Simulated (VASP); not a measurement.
Write the native input for VASP 6.6.1 that does the following.

```
Task                   : single point
Functional             : PBEsol
Potentials or basis    : VASP PAW PBE potentials, release 64 (Pb_d, Te)
Cutoff                 : 500 eV
k mesh                 : 4 × 4 × 4
Occupations            : fermi-dirac, width 0.05 eV
Spin                   : no spin polarisation
Dipole correction      : no
Further INCAR settings : ALGO = Normal; EDIFF = 1e-06; NBANDS = 20
```

The structure of Te2Pb lies in POSCAR:

```
Te2Pb
1.0
    0.0000000000      3.7966139176      3.7966139176
    3.7966139176      0.0000000000      3.7966139176
    3.7966139176      3.7966139176      0.0000000000
Pb Te
1 2
Direct
    0.0000000000      0.0000000000      0.0000000000
    0.2500000000      0.2500000000      0.2500000000
    0.7500000000      0.7500000000      0.7500000000
```

The input as run:

INCAR

```
SYSTEM = Te2Pb
PREC     = Accurate       ! precision mode
ENCUT    = 500            ! plane-wave cutoff, eV
EDIFF    = 1E-6           ! SCF threshold, eV
ISMEAR   = -1             ! smearing method
SIGMA    = 0.05           ! smearing width, eV
LREAL    = .FALSE.        ! projectors in reciprocal space
LASPH    = .TRUE.         ! aspherical terms in the spheres
NELM     = 120            ! most SCF steps
ALGO     = Normal         ! electronic algorithm
ISIF     = 2              ! what is computed and relaxed
LWAVE    = .FALSE.        ! write WAVECAR
LCHARG   = .FALSE.        ! write CHGCAR
GGA      = PS             ! functional
NBANDS   = 20             ! bands
GGA_COMPAT= .FALSE.
```

KPOINTS

```
Automatic mesh
0
G
  4 4 4
  0 0 0
```

Potentials or basis: VASP PAW PBE potentials, release 64 (Pb_d, Te).

Launch:

```console
$ cat potpaw_PBE.64/Pb_d/POTCAR potpaw_PBE.64/Te/POTCAR > POTCAR
$ mpirun -np 1 vasp_std > vasp.out
```

Results of the run:

The pressure is -1.8 GPa and the band gap on the k mesh is zero (bands 13 and 14 overlap by 1.88 eV).

Caveat: the PAW data sets were made with another functional, which shifts forces and pressure a little; spin-orbit coupling is left out, which moves the levels of the heavy elements.

It took 18 s on 1 thread of Intel(R) Xeon(R) Platinum 8375C CPU @ 2.90GHz (Ice Lake), with other jobs on the host, peak memory 0.24 GiB.
